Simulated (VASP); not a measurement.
# Ca (P4/mmm) in VASP: notebook

Ca is run at these levels: LDA; tasks: single point.

All numbers are computed with VASP 6.6.1; they aren't measurements. Logs are shortened: lines on timing, memory, paths and dates and some standing lists are left out, and cuts for length are marked.

### Step 1. The cell of the first run

The structure is tetragonal, space group P4/mmm (No. 123). Conventional cell: a = 3.489 Å, b = 3.489 Å, c = 3.672 Å, α = 90.00°, β = 90.00°, γ = 90.00°. Within 4.6 Å of Ca (site symmetry 4/mmm) lie 6 Ca at 3.49 to 3.67 Å.

### Step 2. Single point, LDA (strain +0.0525 x Voigt [1, 0, 0, 0, 0, 0])

Input file INCAR:

```
ALGO = Fast ; EDIFF = 1E-6
ENCUT = 520 ; GGA = CA
ISIF = 2 ; ISMEAR = 0
LASPH = True ; LCHARG = False
LREAL = False ; LWAVE = False
NBANDS = 11 ; NELM = 80
PREC = Accurate ; SIGMA = 0.15
```

Input file KPOINTS:

```
k-points
0
Gamma
  14 14 14
```

Input file POSCAR:

```
Ca
1.0
    3.6718107978      0.0000000000      0.0000000000
    0.0000000000      3.4886563400      0.0000000000
    0.0000000000      0.0000000000      3.4886563400
Ca
1
Direct
    0.0000000000      0.0000000000      0.0000000000
```

Potentials or basis: VASP PAW LDA potentials, release 64 (Ca_sv).

On the command line:

```console
> cat potpaw_LDA.64/Ca_sv/POTCAR > POTCAR
> mpirun -np 1 vasp_std > vasp.out
```

OUTCAR:

```text
EDIFF = 1E-6
   ENCUT = 520
   GGA = CA
   ISIF = 2
   ISMEAR = 0
   LASPH = True
   LREAL = False
   NELM = 80
   PREC = Accurate

 ion  position               nearest neighbor table
   1  0.000  0.000  0.000-

  LATTYP: Found a simple tetragonal cell.
 ALAT       =     3.4886563400
 C/A-ratio  =     1.0525000000

  Lattice vectors:

 A1 = (   0.0000000000,   3.4886563400,   0.0000000000)
 A2 = (   0.0000000000,   0.0000000000,   3.4886563400)
 A3 = (   3.6718107978,   0.0000000000,   0.0000000000)

Analysis of symmetry for initial positions (statically):
=====================================================================
 Subroutine PRICEL returns:
 Original cell was already a primitive cell.

 Routine SETGRP: Setting up the symmetry group for a
 simple tetragonal supercell.

 Subroutine GETGRP returns: Found 16 space group operations
 (whereof 16 operations were pure point group operations)
 out of a pool of 16 trial point group operations.

The static configuration has the point symmetry D_4h.

Analysis of symmetry for dynamics (positions and initial velocities):
=====================================================================
 Subroutine PRICEL returns:
 Original cell was already a primitive cell.

 Routine SETGRP: Setting up the symmetry group for a
 simple tetragonal supercell.

 Subroutine GETGRP returns: Found 16 space group operations
 (whereof 16 operations were pure point group operations)
 out of a pool of 16 trial point group operations.

The dynamic configuration has the point symmetry D_4h.

 Subroutine INISYM returns: Found 16 space group operations
 (whereof 16 operations are pure point group operations),
 and found     1 'primitive' translations

----------------------------------------------------------------------------------------

                                     Primitive cell

  volume of cell :      44.6886

  direct lattice vectors                    reciprocal lattice vectors
     3.671810798  0.000000000  0.000000000     0.272345187  0.000000000  0.000000000
     0.000000000  3.488656340  0.000000000     0.000000000  0.286643310  0.000000000
     0.000000000  0.000000000  3.488656340     0.000000000  0.000000000  0.286643310

  length of vectors
     3.671810798  3.488656340  3.488656340     0.272345187  0.286643310  0.286643310

  position of ions in fractional coordinates (direct lattice)
     0.000000000  0.000000000  0.000000000

  ion indices of the primitive-cell ions
   primitive index   ion index
                 1           1

----------------------------------------------------------------------------------------

 KPOINTS: k-points

Automatic generation of k-mesh.
 Grid dimensions read from file:
 generate k-points for:   14   14   14

 Generating k-lattice:

  Cartesian coordinates                     Fractional coordinates (reciprocal lattice)
     0.019453228  0.000000000  0.000000000     0.071428571  0.000000000  0.000000000
     0.000000000  0.020474522  0.000000000     0.000000000  0.071428571  0.000000000
     0.000000000  0.000000000  0.020474522     0.000000000  0.000000000  0.071428571

  Length of vectors
     0.019453228  0.020474522  0.020474522

  Shift w.r.t. Gamma in fractional coordinates (k-lattice)
     0.000000000  0.000000000  0.000000000

 Subroutine IBZKPT returns following result:
 ===========================================

 Found    288 irreducible k-points:

 Following reciprocal coordinates:
            Coordinates               Weight
  0.000000  0.000000  0.000000      1.000000
  0.071429  0.000000  0.000000      2.000000
  0.142857  0.000000  0.000000      2.000000
  0.214286  0.000000  0.000000      2.000000
  0.285714  0.000000  0.000000      2.000000
  0.357143  0.000000  0.000000      2.000000
[... 16 lines left out ...]
  0.428571  0.142857  0.000000      8.000000
  0.500000  0.142857  0.000000      4.000000
 [... further k-points ...]
   k-points           NKPTS =    288   k-points in BZ     NKDIM =    288   number of bands    NBANDS=     11
   number of dos      NEDOS =    301   number of ions     NIONS =      1
   total plane-waves  NPLWV =  21952
   dimension x,y,z NGX =    28 NGY =   28 NGZ =   28
   dimension x,y,z NGXF=    56 NGYF=   56 NGZF=   56
   ions per type =               1
   NGX,Y,Z   is equivalent  to a cutoff of  12.68, 13.34, 13.34 a.u.
   NGXF,Y,Z  is equivalent  to a cutoff of  25.35, 26.69, 26.69 a.u.
 SYSTEM =  unknown system
   PREC   = accura    normal or accurate (medium, high low for compatibility)
   ISTART =      0    job   : 0-new  1-cont  2-samecut
   ICHARG =      2    charge: 1-file 2-atom 10-const
   ISPIN  =      1    spin polarized calculation?
   LNONCOLLINEAR =      F non collinear calculations
   LSORBIT =      F    spin-orbit coupling
   LASPH  =      T    aspherical Exc in radial PAW
   ENCUT  =  520.0 eV  38.22 Ry    6.18 a.u.   6.83  6.49  6.49*2*pi/ulx,y,z
   NELM   =     80;   NELMIN=  2; NELMDL= -5     # of ELM steps
   EDIFF  = 0.1E-05   stopping-criterion for ELM
   LREAL  =      F    real-space projection
   EDIFFG = 0.1E-04   stopping-criterion for IOM
   NSW    =      0    number of steps for IOM
   IBRION =     -1    ionic relax: 0-MD 1-quasi-New 2-CG
   NFREE  =      0    steps in history (QN), initial steepest desc. (CG)
   ISIF   =      2    stress and relaxation
   ISYM   =      2    0-nonsym 1-usesym 2-fastsym
   POTIM  = 0.5000    time-step for ionic-motion
   TEBEG  =    0.0;   TEEND  =   0.0 temperature during run
   PSTRESS=    0.0 pullay stress
   NELECT =      10.0000    total number of electrons
   NUPDOWN=      -1.0000    fix difference up-down
   EMIN   =  10.00;   EMAX   =-10.00  energy-range for DOS
   EFERMI =   0.00;   METHOD = LEGACY
   ISMEAR =     0;   SIGMA  =   0.15  broadening in eV -4-tet -1-fermi 0-gaus
   EFERMI_NEDOS =   21; number of points for ismear=-14 and -15
   IALGO  =     68    algorithm
   IMIX   =      4    mixing-type and parameters
     AMIX     =   0.40;   BMIX     =  1.00
     AMIX_MAG =   1.60;   BMIX_MAG =  1.00
  volume/ion in A,a.u.               =      44.69       301.57
  Fermi-wavevector in a.u.,A,eV,Ry     =   0.993900  1.878198 13.440336  0.987837
  Thomas-Fermi vector in A             =   2.125814
   LORBIT       =      0    0 simple, 1 ext, 2 COOP (PROOUT), +10 PAW based schemes
   GGA     = CA    functional components
   LHFCALC =     F    Hartree Fock is set to
   AEXX    =    0.0000 exact exchange contribution
   IVDW    =     0    specifies the selected vdW correction
   LEPSILON=     F    determine dielectric tensor
   LRPA    =     F    only Hartree local field effects (RPA)
 non-spin polarized calculation
 RMM-DIIS sequential band-by-band and
 Gauss-broadening in eV      SIGMA  =   0.15
  energy-cutoff  :      520.00
  volume of cell :       44.69
 maximum number of plane-waves:      1233
 NGX is ok and might be reduce to    28
   NGX = 13   NGY = 13   NGZ = 13

 number of electron      10.0000000 magnetization

 number of electron       9.9999998 magnetization

 Free energy of the ion-electron system (eV)
  ---------------------------------------------------
  ext. energy  EPLUGINS =         0.00000000
  ---------------------------------------------------
  free energy    TOTEN  =        -1.78511464 eV

  energy without entropy =       -1.77274731  energy(sigma->0) =       -1.77893097

 E-fermi :   1.4569     XC(G=0):  -7.7523

 val. band max:        1.4487263451   @ k =   0.4286   0.2143   0.0714
 cond. band min:       1.4610914166   @ k =   0.5000   0.2857   0.2857
 fundamental gap:      0.0123650715
 Fermi energy:         1.4569012026

 k-point     1 :       0.0000    0.0000    0.0000
  band No.  band energies     occupation
      1     -40.3291      2.00000
      2     -21.5382      2.00000
      3     -21.5008      2.00000
      4     -21.5008      2.00000
      5      -2.3225      2.00000
      6       2.1702      0.00000
      7       2.1779      0.00000
      8       5.2956      0.00000
      9       5.2956      0.00000
     10       5.4455      0.00000
     11       9.0223      0.00000

 k-point     2 :       0.0714    0.0000    0.0000
  band No.  band energies     occupation
      1     -40.3286      2.00000
      2     -21.5455      2.00000
      3     -21.5002      2.00000
      4     -21.5002      2.00000
      5      -2.2576      2.00000
      6       2.1866      0.00000
      7       2.1876      0.00000
      8       5.2361      0.00000
      9       5.2361      0.00000
     10       5.4492      0.00000
     11       8.6283      0.00000

 k-point     3 :       0.1429    0.0000    0.0000
  band No.  band energies     occupation
      1     -40.3271      2.00000
      2     -21.5657      2.00000
      3     -21.4986      2.00000
      4     -21.4986      2.00000
      5      -2.0663      2.00000
      6       2.1991      0.00000
      7       2.2335      0.00000
      8       5.0794      0.00000
      9       5.0794      0.00000
     10       5.4594      0.00000
     11       7.8376      0.00000

 k-point     4 :       0.2143    0.0000    0.0000
  band No.  band energies     occupation
      1     -40.3248      2.00000
      2     -21.5947      2.00000
      3     -21.4964      2.00000
      4     -21.4964      2.00000
      5      -1.7574      2.00000
      6       2.1589      0.00000
      7       2.3033      0.00000
      8       4.8745      0.00000
      9       4.8745      0.00000
     10       5.4742      0.00000
     11       7.0697      0.00000

 k-point     5 :       0.2857    0.0000    0.0000
  band No.  band energies     occupation
      1     -40.3223      2.00000
      2     -21.6267      2.00000
      3     -21.4939      2.00000
      4     -21.4939      2.00000
      5      -1.3462      2.00000
      6       1.9906      0.00000
      7       2.3836      0.00000
      8       4.6698      0.00000
      9       4.6698      0.00000
     10       5.4908      0.00000
     11       6.5070      0.00000
[... 211 lines left out ...]
 k-point    21 :       0.2857    0.1429    0.0000
  band No.  band energies     occupation
      1     -40.3185      2.00000
      2     -21.6218      2.00000
      3     -21.5374      2.00000
      4     -21.4902      2.00000
      5      -1.0704      2.00000
      6       2.1162      0.00000
      7       2.5184      0.00000
      8       4.2654      0.00000
      9       4.7085      0.00000
     10       5.2383      0.00000
     11       6.8394      0.00000

 k-point    22 :       0.3571    0.1429    0.0000
  band No.  band energies     occupation
      1     -40.3162      2.00000
      2     -21.6502      2.00000
      3     -21.5349      2.00000
      4     -21.4879      2.00000
      5      -0.5863      2.00000
      6       1.7665      0.00351
      7       2.6021      0.00000
      8       4.2027      0.00000
      9       4.5472      0.00000
     10       5.2585      0.00000
     11       6.3930      0.00000

 k-point    23 :       0.4286    0.1429    0.0000
  band No.  band energies     occupation
      1     -40.3147      2.00000
      2     -21.6697      2.00000
      3     -21.5332      2.00000
      4     -21.4864      2.00000
      5      -0.0634      2.00000
      6       1.2895      1.88558
      7       2.6646      0.00000
      8       4.1951      0.00000
      9       4.4418      0.00000
     10       5.2729      0.00000
     11       6.1563      0.00000

 k-point    24 :       0.5000    0.1429    0.0000
  band No.  band energies     occupation
      1     -40.3142      2.00000
      2     -21.6766      2.00000
      3     -21.5325      2.00000
      4     -21.4858      2.00000
      5       0.2893      2.00000
      6       0.9451      2.00000
      7       2.6880      0.00000
      8       4.1961      0.00000
      9       4.4052      0.00000
     10       5.2780      0.00000
     11       6.0867      0.00000

 [... further k-points ...]
[... 5 lines left out ...]
  --------------------------------------------------------------------------------------
  -------------------------------------------------------------------------------------
  Total       -0.8081083     -0.2508676     -0.2508676      0.0000000      0.0000000     -0.0000000
  in kB      -28.9723325     -8.9941159     -8.9941159      0.0000000      0.0000000     -0.0000000
  external PRESSURE =     -15.6535215 kB  Pullay stress =       0.0000000 kB

 VOLUME and BASIS-vectors are now :
 -----------------------------------------------------------------------------
  energy-cutoff  :      520.00
  volume of cell :       44.69
      direct lattice vectors                 reciprocal lattice vectors
     3.671810798  0.000000000  0.000000000     0.272345187  0.000000000  0.000000000
     0.000000000  3.488656340  0.000000000     0.000000000  0.286643310  0.000000000
     0.000000000  0.000000000  3.488656340     0.000000000  0.000000000  0.286643310

 POSITION                                       TOTAL-FORCE (eV/Angst)
 -----------------------------------------------------------------------------------
      0.00000      0.00000      0.00000         0.000000      0.000000      0.000000
 -----------------------------------------------------------------------------------
    total drift:                               -0.000000     -0.000000     -0.000000

  FREE ENERGIE OF THE ION-ELECTRON SYSTEM (eV)
  ---------------------------------------------------
  free  energy   TOTEN  =        -1.7851146371 eV

  energy  without entropy=       -1.7727473075  energy(sigma->0) =       -1.77893097
```

Run time: 86 s. Hardware: 1 thread of Intel Xeon Platinum 8488C (Sapphire Rapids), shared host; peak memory 0.24 GiB.

What came out:

```yaml
Free_energy: -1.7851 eV
Pressure: -1.6 GPa
Band_gap_on_the_k_mesh: zero (band 5 reaches 2.00 eV, above the bottom of band 6 at 0.89 eV)
```

Levels at points of the mesh, in eV from the Fermi level:
```tsv
k point	band 3	band 4	band 5	band 6	band 7	band 8
(0.00, 0.00, 0.00)	-22.96	-22.96	-3.78	0.71	0.72	3.84
(0.50, 0.00, 0.00)	-22.95	-22.95	-1.49	-0.57	1.08	2.90
(0.00, 0.50, 0.00)	-22.97	-22.94	-1.14	-0.35	1.25	2.46
(0.50, 0.50, 0.00)	-23.11	-22.93	-0.30	0.64	2.11	2.25
(0.00, 0.50, 0.50)	-23.16	-22.95	-0.37	0.99	2.50	2.50
(0.50, 0.50, 0.50)	-23.14	-23.08	0.45	0.75	0.75	4.50
```

Caveat: the cell differs from its parent crystal (strain +0.0525 x Voigt [1, 0, 0, 0, 0, 0]).

(Continued in part 2 of 2.)
